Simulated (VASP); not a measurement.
# ZrC in VASP: a series of runs, part 2 of 2

VASP 6.6.1. The steps go on from the part before.

### 3 Electric field gradients, PBEsol (zz strain of -2 %)

The input, INCAR:

```
SYSTEM = ZrC
PREC     = Accurate       ! precision mode
ENCUT    = 520            ! plane-wave cutoff, eV
EDIFF    = 1E-8           ! SCF threshold, eV
ISMEAR   = -1             ! smearing method
SIGMA    = 0.05           ! smearing width, eV
LREAL    = .FALSE.        ! projectors in reciprocal space
LASPH    = .TRUE.         ! aspherical terms in the spheres
NELM     = 80             ! most SCF steps
ALGO     = Normal         ! electronic algorithm
ISIF     = 2              ! what is computed and relaxed
LWAVE    = .FALSE.        ! write WAVECAR
LCHARG   = .FALSE.        ! write CHGCAR
GGA      = PS             ! functional
LEFG     = .TRUE.       
NBANDS   = 15             ! bands
```

The input, KPOINTS:

```
regular mesh
0
G
  15 15 15
  0 0 0
```

The input, POSCAR:

```
ZrC
1.0
    0.0000000000      2.3502100000      2.3032058000
    2.3502100000      0.0000000000      2.3032058000
    2.3502100000      2.3502100000      0.0000000000
Zr C
1 1
Direct
    0.5000000000      0.5000000000      0.5000000000
    0.0000000000      0.0000000000      0.0000000000
```

Potentials or basis: VASP PAW PBE potentials, release 64 (Zr_sv, C).

Launch:

```sh
cat potpaw_PBE.64/Zr_sv/POTCAR potpaw_PBE.64/C/POTCAR > POTCAR
mpirun -np 1 vasp_std > vasp.out
```

OUTCAR:

```text
SYSTEM = ZrC
   PREC = Accurate
   ENCUT = 520
   EDIFF = 1E-8
   ISMEAR = -1
   LREAL = .FALSE.
   LASPH = .TRUE.
   NELM = 80
   ISIF = 2
   GGA = PS

 ion  position               nearest neighbor table
   1  0.500  0.500  0.500-   2 2.30   2 2.30   2 2.35   2 2.35   2 2.35   2 2.35
   2  0.000  0.000  0.000-   1 2.30   1 2.30   1 2.35   1 2.35   1 2.35   1 2.35

  LATTYP: Found a body centered tetragonal cell.
 ALAT       =     3.3236988564
 C/A-ratio  =     1.3859292911

  Lattice vectors:

 A1 = (   0.0000000000,  -2.3502100000,  -2.3032058000)
 A2 = (   0.0000000000,   2.3502100000,  -2.3032058000)
 A3 = (   2.3502100000,   0.0000000000,   2.3032058000)

Analysis of symmetry for initial positions (statically):
=====================================================================
 Subroutine PRICEL returns:
 Original cell was already a primitive cell.

 Routine SETGRP: Setting up the symmetry group for a
 body centered tetragonal supercell.

 Subroutine GETGRP returns: Found 16 space group operations
 (whereof 16 operations were pure point group operations)
 out of a pool of 16 trial point group operations.

The static configuration has the point symmetry D_4h.

Analysis of symmetry for dynamics (positions and initial velocities):
=====================================================================
 Subroutine PRICEL returns:
 Original cell was already a primitive cell.

 Routine SETGRP: Setting up the symmetry group for a
 body centered tetragonal supercell.

 Subroutine GETGRP returns: Found 16 space group operations
 (whereof 16 operations were pure point group operations)
 out of a pool of 16 trial point group operations.
[... 577 lines left out ...]
      7       8.9302      2.00000
      8       9.1523      1.99998
      9      10.2712      0.00003
     10      12.7051      0.00000
     11      13.1951      0.00000
     12      13.7610      0.00000
     13      15.6302      0.00000
     14      19.6469      0.00000
     15      22.4531      0.00000

 [... further k-points ...]

------------------------ aborting loop because EDIFF is reached ----------------------------------------

  FORCE on cell =-STRESS in cart. coord.  units (eV):
  Direction    XX          YY          ZZ          XY          YZ          ZX
  --------------------------------------------------------------------------------------
  -------------------------------------------------------------------------------------
  Total       -0.3422954     -0.3422954      0.9526728      0.0000000      0.0000000     -0.0000000
  in kB      -21.5543841    -21.5543841     59.9899158      0.0000000      0.0000000     -0.0000000
  external PRESSURE =       5.6270492 kB  Pullay stress =       0.0000000 kB

 VOLUME and BASIS-vectors are now :
 -----------------------------------------------------------------------------
  energy-cutoff  :      520.00
  volume of cell :       25.44
      direct lattice vectors                 reciprocal lattice vectors
     0.000000000  2.350210000  2.303205800    -0.212746946  0.212746946  0.217088720
     2.350210000  0.000000000  2.303205800     0.212746946 -0.212746946  0.217088720
     2.350210000  2.350210000  0.000000000     0.212746946  0.212746946 -0.217088720

 POSITION                                       TOTAL-FORCE (eV/Angst)
 -----------------------------------------------------------------------------------
      2.35021      2.35021      2.30321         0.000000      0.000000      0.000000
      0.00000      0.00000      0.00000        -0.000000     -0.000000      0.000000
 -----------------------------------------------------------------------------------
    total drift:                                0.000000     -0.000000      0.000000

  FREE ENERGIE OF THE ION-ELECTRON SYSTEM (eV)
  ---------------------------------------------------
  free  energy   TOTEN  =       -20.5655683808 eV

  energy  without entropy=      -20.5631710020  energy(sigma->0) =      -20.56436969

 Electric field gradients (V/A^2)
---------------------------------------------------------------------
 ion       V_xx      V_yy      V_zz      V_xy      V_xz      V_yz
---------------------------------------------------------------------
   1      14.881    14.881   -29.762    -0.000    -0.000    -0.000
   2       1.106     1.106    -2.212     0.000    -0.000    -0.000
---------------------------------------------------------------------

 Electric field gradients after diagonalization (V/A^2)
 (convention: |V_zz| > |V_xx| > |V_yy|)
----------------------------------------------------------------------
 ion       V_xx      V_yy      V_zz     asymmetry (V_yy - V_xx)/ V_zz
----------------------------------------------------------------------
   1      14.881    14.881   -29.762       0.000
   2       1.106     1.106    -2.212       0.000
----------------------------------------------------------------------

           NMR quadrupolar parameters

 Cq : quadrupolar parameter    Cq=e*Q*V_zz/h
 eta: asymmetry parameters     (V_yy - V_xx)/ V_zz
 Q  : nuclear electric quadrupole moment in mb (millibarn)
----------------------------------------------------------------------
 ion       Cq(MHz)       eta       Q (mb)
----------------------------------------------------------------------
   1      -0.072       0.000       1.000
   2      -0.005       0.000       1.000
----------------------------------------------------------------------
```

stdout:

```text
POSCAR found type information on POSCAR ZrC
 POSCAR found :  2 types and       2 ions
 scaLAPACK will be used
 -----------------------------------------------------------------------------
|                                                                             |
|                                                                             |
|     You enforced a specific xc type in the INCAR file but a different       |
|     I HOPE YOU KNOW WHAT YOU ARE DOING!                                     |
|                                                                             |
 -----------------------------------------------------------------------------

 LDA part: xc-table for (Slater+PW92), standard interpolation
 POSCAR, INCAR and KPOINTS ok, starting setup
 FFT: planning ... GRIDC
 FFT: planning ... GRID_SOFT
 FFT: planning ... GRID
 WAVECAR not read
 entering main loop
ion   1

ion   2
```

Run time: 2.3 min. Hardware: 1 thread of Intel Xeon 8259CL, shared host; peak memory 0.24 GiB.

What came out:

* Free energy: -20.5656 eV
* Pressure: 0.6 GPa
* Band gap on the k mesh: zero (bands 8 and 9 overlap by 1.49 eV)
* Largest electric field gradient by atom: Zr -29.8; C -2.2 V/Å²

Stress tensor (GPa, compression positive):
```
-2.16  0.00  0.00
 0.00 -2.16  0.00
 0.00  0.00  6.00
```

Levels at points of the mesh, in eV from the Fermi level:
```csv
k point,band 6,band 7,band 8,band 9,band 10,band 11
"(0.00, 0.00, 0.00)",0.92,0.92,1.00,1.00,1.04,1.21
```

Electric field gradients, principal values (V/Å²):
| atom | least | middle | greatest (by size) |
| --- | --- | --- | --- |
| 1 Zr | 14.881 | 14.881 | -29.762 |
| 2 C | 1.106 | 1.106 | -2.212 |

Caveat: the cell differs from its parent crystal (zz strain of -2 %); the stress differs along the axes, from -2 to 6 GPa; without QUAD_EFG the Cq values of the log hold for a quadrupole moment of 1 mb, not for the nuclei; the PAW data sets were made with another functional, which shifts forces and pressure a little.

### 4 Electric field gradients, PBEsol (zz strain of -1 %)

INCAR: that of step 3 with these lines changed.

```diff
@@ -8,3 +8,3 @@
 LASPH    = .TRUE.         ! aspherical terms in the spheres
-NELM     = 80             ! most SCF steps
+NELM     = 100            ! most SCF steps
 ALGO     = Normal         ! electronic algorithm
```

KPOINTS is that of step 3.

The input, POSCAR:

```
ZrC
1.0
    0.0000000000      2.3502100000      2.3267079000
    2.3502100000      0.0000000000      2.3267079000
    2.3502100000      2.3502100000      0.0000000000
Zr C
1 1
Direct
    0.5000000000      0.5000000000      0.5000000000
    0.0000000000      0.0000000000      0.0000000000
```

Potentials or basis: VASP PAW PBE potentials, release 64 (Zr_sv, C).

Launch:

```sh
cat potpaw_PBE.64/Zr_sv/POTCAR potpaw_PBE.64/C/POTCAR > POTCAR
mpirun -np 1 vasp_std > vasp.out
```

OUTCAR:

```text
SYSTEM = ZrC
   PREC = Accurate
   ENCUT = 520
   EDIFF = 1E-8
   ISMEAR = -1
   LREAL = .FALSE.
   LASPH = .TRUE.
   NELM = 100
   ISIF = 2
   GGA = PS

 ion  position               nearest neighbor table
   1  0.500  0.500  0.500-   2 2.33   2 2.33   2 2.35   2 2.35   2 2.35   2 2.35
   2  0.000  0.000  0.000-   1 2.33   1 2.33   1 2.35   1 2.35   1 2.35   1 2.35

  LATTYP: Found a body centered tetragonal cell.
 ALAT       =     3.3236988564
 C/A-ratio  =     1.4000714267

  Lattice vectors:

 A1 = (   0.0000000000,  -2.3502100000,  -2.3267079000)
 A2 = (   0.0000000000,   2.3502100000,  -2.3267079000)
 A3 = (   2.3502100000,   0.0000000000,   2.3267079000)

Analysis of symmetry for initial positions (statically):
=====================================================================
 Subroutine PRICEL returns:
 Original cell was already a primitive cell.

 Routine SETGRP: Setting up the symmetry group for a
 body centered tetragonal supercell.

 Subroutine GETGRP returns: Found 16 space group operations
 (whereof 16 operations were pure point group operations)
 out of a pool of 16 trial point group operations.

The static configuration has the point symmetry D_4h.

Analysis of symmetry for dynamics (positions and initial velocities):
=====================================================================
 Subroutine PRICEL returns:
 Original cell was already a primitive cell.

 Routine SETGRP: Setting up the symmetry group for a
 body centered tetragonal supercell.

 Subroutine GETGRP returns: Found 16 space group operations
 (whereof 16 operations were pure point group operations)
 out of a pool of 16 trial point group operations.
[... 578 lines left out ...]
      7       8.8572      2.00000
      8       9.0981      1.99991
      9      10.1491      0.00003
     10      12.5649      0.00000
     11      13.0107      0.00000
     12      13.6105      0.00000
     13      15.5058      0.00000
     14      19.2487      0.00000
     15      22.2514      0.00000

 [... further k-points ...]

------------------------ aborting loop because EDIFF is reached ----------------------------------------

  FORCE on cell =-STRESS in cart. coord.  units (eV):
  Direction    XX          YY          ZZ          XY          YZ          ZX
  --------------------------------------------------------------------------------------
  -------------------------------------------------------------------------------------
  Total       -0.5147804     -0.5147804      0.0972035      0.0000000      0.0000000      0.0000000
  in kB      -32.0883513    -32.0883513      6.0590892      0.0000000      0.0000000      0.0000000
  external PRESSURE =     -19.3725378 kB  Pullay stress =       0.0000000 kB

 VOLUME and BASIS-vectors are now :
 -----------------------------------------------------------------------------
  energy-cutoff  :      520.00
  volume of cell :       25.70
      direct lattice vectors                 reciprocal lattice vectors
     0.000000000  2.350210000  2.326707900    -0.212746946  0.212746946  0.214895905
     2.350210000  0.000000000  2.326707900     0.212746946 -0.212746946  0.214895905
     2.350210000  2.350210000  0.000000000     0.212746946  0.212746946 -0.214895905

 POSITION                                       TOTAL-FORCE (eV/Angst)
 -----------------------------------------------------------------------------------
      2.35021      2.35021      2.32671        -0.000000      0.000000      0.000000
      0.00000      0.00000      0.00000         0.000000     -0.000000      0.000000
 -----------------------------------------------------------------------------------
    total drift:                                0.000000      0.000000      0.000000

  FREE ENERGIE OF THE ION-ELECTRON SYSTEM (eV)
  ---------------------------------------------------
  free  energy   TOTEN  =       -20.5709912123 eV

  energy  without entropy=      -20.5685137024  energy(sigma->0) =      -20.56975246

 Electric field gradients (V/A^2)
---------------------------------------------------------------------
 ion       V_xx      V_yy      V_zz      V_xy      V_xz      V_yz
---------------------------------------------------------------------
   1       7.375     7.375   -14.750    -0.000    -0.000    -0.000
   2       0.568     0.568    -1.136    -0.000    -0.000    -0.000
---------------------------------------------------------------------

 Electric field gradients after diagonalization (V/A^2)
 (convention: |V_zz| > |V_xx| > |V_yy|)
----------------------------------------------------------------------
 ion       V_xx      V_yy      V_zz     asymmetry (V_yy - V_xx)/ V_zz
----------------------------------------------------------------------
   1       7.375     7.375   -14.750       0.000
   2       0.568     0.568    -1.136       0.000
----------------------------------------------------------------------

           NMR quadrupolar parameters

 Cq : quadrupolar parameter    Cq=e*Q*V_zz/h
 eta: asymmetry parameters     (V_yy - V_xx)/ V_zz
 Q  : nuclear electric quadrupole moment in mb (millibarn)
----------------------------------------------------------------------
 ion       Cq(MHz)       eta       Q (mb)
----------------------------------------------------------------------
   1      -0.036       0.000       1.000
   2      -0.003       0.000       1.000
----------------------------------------------------------------------
```

OSZICAR:

```text
N       E                     dE             d eps       ncg     rms          rms(c)
DAV:   1     0.982016598424E+02    0.98202E+02   -0.85864E+03  8648   0.108E+03
DAV:   2    -0.176472219293E+02   -0.11585E+03   -0.10846E+03 10985   0.287E+02
DAV:   3    -0.236603473000E+02   -0.60131E+01   -0.59745E+01 14428   0.549E+01
DAV:   4    -0.237896909355E+02   -0.12934E+00   -0.12931E+00 10534   0.579E+00
DAV:   5    -0.237910210756E+02   -0.13301E-02   -0.13301E-02 11383   0.525E-01    0.213E+01
DAV:   6    -0.206967871808E+02    0.30942E+01   -0.56422E+00 10370   0.218E+01    0.779E+00
DAV:   7    -0.205950065430E+02    0.10178E+00   -0.53527E-01  9931   0.554E+00    0.652E+00
DAV:   8    -0.205996916115E+02   -0.46851E-02   -0.29372E-01 10715   0.402E+00    0.435E+00
DAV:   9    -0.205715437829E+02    0.28148E-01   -0.48885E-02  9529   0.153E+00    0.667E-01
DAV:  10    -0.205710112334E+02    0.53255E-03   -0.44636E-03 11412   0.579E-01    0.123E-01
DAV:  11    -0.205709968332E+02    0.14400E-04   -0.18447E-04  9781   0.134E-01    0.465E-02
DAV:  12    -0.205709917798E+02    0.50534E-05   -0.42512E-06 11251   0.174E-02    0.829E-03
DAV:  13    -0.205709912830E+02    0.49673E-06   -0.11041E-06 10747   0.669E-03    0.245E-03
DAV:  14    -0.205709912167E+02    0.66356E-07   -0.54068E-08 10355   0.157E-03    0.576E-04
DAV:  15    -0.205709912123E+02    0.43763E-08   -0.33104E-09  7575   0.446E-04
   1 F= -.20570991E+02 E0= -.20569752E+02  d E =-.247751E-02
```

stdout:

```text
POSCAR found type information on POSCAR ZrC
 POSCAR found :  2 types and       2 ions
 scaLAPACK will be used
 -----------------------------------------------------------------------------
|                                                                             |
|                                                                             |
|     You enforced a specific xc type in the INCAR file but a different       |
|     I HOPE YOU KNOW WHAT YOU ARE DOING!                                     |
|                                                                             |
 -----------------------------------------------------------------------------

 LDA part: xc-table for (Slater+PW92), standard interpolation
 POSCAR, INCAR and KPOINTS ok, starting setup
 FFT: planning ... GRIDC
 FFT: planning ... GRID_SOFT
 FFT: planning ... GRID
 WAVECAR not read
 entering main loop
ion   1

ion   2
```

Wall time 3.6 min (1 thread of Intel Xeon 8259CL, shared host); peak memory 0.25 GiB.

What came out:

```
Free energy                             : -20.5710 eV
Pressure                                : -1.9 GPa
Band gap on the k mesh                  : zero (bands 8 and 9 overlap by 1.42 eV)
Largest electric field gradient by atom : Zr -14.8; C -1.1 V/Å²
```

Stress tensor (GPa, compression positive):
```
-3.21  0.00  0.00
 0.00 -3.21  0.00
 0.00  0.00  0.61
```

Levels at points of the mesh, in eV from the Fermi level:
```csv
k point,band 6,band 7,band 8,band 9,band 10,band 11
"(0.00, 0.00, 0.00)",0.95,0.95,1.00,1.04,1.04,1.14
```

Electric field gradients, principal values (V/Å²):
```
atom  least  middle  greatest (by size)
1 Zr  7.375   7.375             -14.750
 2 C  0.568   0.568              -1.136
```

Caveat: the cell differs from its parent crystal (zz strain of -1 %); without QUAD_EFG the Cq values of the log hold for a quadrupole moment of 1 mb, not for the nuclei; the PAW data sets were made with another functional, which shifts forces and pressure a little.

### 5 Summary

```csv
cell,gap on the mesh (eV),pressure (GPa)
"a = 3.389 Å, angles 60.0°, 2 atoms",none,-15.5
"a = 3.291, b = 3.291, c = 3.324 Å, angles 59.7, 59.7, 60.7°, 2 atoms",none,0.6
"a = 3.307, b = 3.307, c = 3.324 Å, angles 59.8, 59.8, 60.3°, 2 atoms",none,-1.9
```

Alike in all rows: task electric field gradients; level PBEsol; potentials or basis VASP PAW PBE potentials, release 64 (Zr_sv, C); no spin polarisation; k mesh 15 × 15 × 15; cutoff (eV) 520; smearing fermi-dirac 0.05 eV.

Caveats: the PAW data sets were made with another functional, which shifts forces and pressure a little; the cell stands under tension (at least some runs); the stress differs along the axes, from -2 to 6 GPa (at least some runs).

Absolute energies hang on the potentials; compare differences alone.
